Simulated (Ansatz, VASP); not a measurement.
## Two plane-wave programs on ZnSe

File INCAR:

```
SYSTEM = ZnSe
ALGO = Normal
EDIFF = 1E-7
EDIFFG = -0.01
ENCUT = 500
GGA = RE
GGA_COMPAT = .FALSE.
IBRION = 2
ISIF = 3
ISMEAR = 0
IVDW = 12
LASPH = .TRUE.
LCHARG = .FALSE.
LREAL = .FALSE.
LWAVE = .FALSE.
NELM = 120
NELMIN = 4
NSW = 80
PREC = Accurate
SIGMA = 0.01
```

KPOINTS

```
k-points
0
G
  6 6 6
  0 0 0
```

Contents of POSCAR:

```
ZnSe
1.0
    0.0000000000      2.8338000000      2.8338000000
    2.8338000000      0.0000000000      2.8338000000
    2.8338000000      2.8338000000      0.0000000000
Zn Se
1 1
Direct
    0.0000000000      0.0000000000      0.0000000000
    0.2500000000      0.2500000000      0.2500000000
```

Input for Ansatz:

```yaml
crystal:
  lattice:
    - [0.0, 2.8338, 2.8338]
    - [2.8338, 0.0, 2.8338]
    - [2.8338, 2.8338, 0.0]
  atoms:
    - { symbol: Zn, position: [0.0, 0.0, 0.0] }
    - { symbol: Se, position: [0.25, 0.25, 0.25] }
basis:
  ecutwfc: 462.593566181796
kpoints:
  mp_grid:
    grid: [6, 6, 6]
hamiltonian:
  xc: revpbe
  dispersion: d3bj
scf:
  occupations:
    method: fixed
relax:
  cell: {}
```

Alike in both runs: task relaxation of cell and atoms; functional revPBE; dispersion D3(BJ); k mesh 6 × 6 × 6; no spin polarisation.

|  | VASP | Ansatz |
| --- | --- | --- |
| version | VASP 6.6.1 | Ansatz 0.2.0 |
| potentials or method | VASP PAW PBE potentials, release 64 (Zn, Se), cutoff 500 eV | plane waves, PAW |
| occupations | gaussian, width 0.01 eV | fixed |
| valence electrons in the cell | 18 | 28 |

```csv
,VASP,Ansatz,Ansatz less VASP
relaxed volume (Å³/atom),22.37,22.28,-0.087
relaxed cell length with the largest relative difference (Å),3.985,3.979,-0.0052
```

VASP's potentials were made for PBE, not for revPBE. VASP's potentials hold 18 valence electrons a cell and Ansatz's 28, so a difference there can come from the potentials and not from the codes.
